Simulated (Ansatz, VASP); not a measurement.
**One calculation of Sn2As3, two programs**

```
Sn As
1.0
     4.35527    0.00000    0.00000
    -2.17764    3.77178    0.00000
     0.00000    0.00000    6.77610
Sn As
2 3
Cartesian
  0.0000 2.5145 1.6601
  2.1776 1.2573 5.1160
  0.0000 0.0000 0.0000
  0.0000 2.5145 4.3706
  2.1776 1.2573 2.4055
```

Alike in both runs: task relaxation of cell and atoms; functional PBE; k mesh 6 × 6 × 4; occupations gaussian, width 0.1 eV; no spin polarisation.

|  | VASP | Ansatz |
| --- | --- | --- |
| version | VASP 6.6.1 | Ansatz 0.2.0 |
| potentials or method | VASP PAW PBE potentials, release 64 (Sn_d, As), cutoff 600 eV | scalar-relativistic, plane waves, PAW |
| valence electrons in the cell | 43 | 73 |

Ansatz gave:

| Quantity | Value |
| --- | --- |
| gap on the k mesh at the Fermi level, each at its own relaxed structure (eV) | none |
| relaxed volume (Å³/atom) | 25.85 |
| relaxed cell length with the largest relative difference (Å) | 9.274 |

Task: What did VASP give for the same quantities?

Result: gap on the k mesh at the Fermi level, each at its own relaxed structure (eV): none; relaxed volume (Å³/atom): 27.51; relaxed cell length with the largest relative difference (Å): 7.865.

A gap of «none» marks a metal or a gap that the smearing closes. One of these differences is far larger than is usual between the two programs; its cause wasn't traced. VASP's potentials hold 43 valence electrons a cell and Ansatz's 73, so a difference there can come from the potentials and not from the codes.

Noted on VASP's run: the volume moved by over 15 % at a fixed basis, so the end points are rough.
